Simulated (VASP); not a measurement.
Runs of VASP 6.6.1 on BeSiSb2. The structure is that of space group P-4m2 (No. 115), or close to it. The cells are those of the table. 

| task | level | potentials or basis | cell | cutoff (eV) | gap on the mesh (eV) | pressure (GPa) | relaxed volume (Å³/atom) | largest force (eV/Å) |
| --- | --- | --- | --- | --- | --- | --- | --- | --- |
| relaxation of cell and atoms | LDA | VASP PAW LDA potentials, release 64 (Be, Sb, Si) | relaxed from a = 4.144, b = 4.144, c = 5.802 Å, 4 atoms | 600 | none | 0.0 | 23.69 | - |
| relaxation of cell and atoms | PBE | VASP PAW PBE potentials, release 64 (Be, Sb, Si) | relaxed from a = 3.914, b = 3.914, c = 5.535 Å, 4 atoms | 600 | none | 0.0 | 25.02 | - |
| single point | LDA | VASP PAW LDA potentials, release 64 (Be, Sb, Si) | a = 4.122, b = 4.122, c = 5.779 Å, 4 atoms | 520 | none | -2.1 | - | 0.18 |
| single point | PBE | VASP PAW PBE potentials, release 64 (Be, Sb, Si) | a = 4.144, b = 4.144, c = 5.802 Å, 4 atoms | 520 | none | 0.3 | - | 0.02 |
| single point | LDA | VASP PAW LDA potentials, release 64 (Be, Sb, Si) | a = 4.066, b = 4.066, c = 5.692 Å, 4 atoms | 520 | none | 0.5 | - | (a) |
| single point | r2SCAN | VASP PAW PBE potentials, release 64 (Be, Sb, Si) | a = 4.122, b = 4.122, c = 5.779 Å, 4 atoms | 520 | 0.07 | 0.3 | - | (b) |

Alike in all rows: no spin polarisation; k mesh 6 × 6 × 4; smearing fermi-dirac 0.02 eV.

Estimate the missing entries.

(a) 0.04; (b) 0.03.

Caveats: spin-orbit coupling is left out, which moves the levels of the heavy elements; the volume moved by over 15 % at a fixed basis, so the end points are rough (some runs); the PAW data sets were made with another functional, which shifts forces and pressure a little (some runs).

A k mesh can miss the band edges, and the runs leave out spin-orbit coupling on Sb.

A gap of «none» marks levels without a gap at the run's occupations.
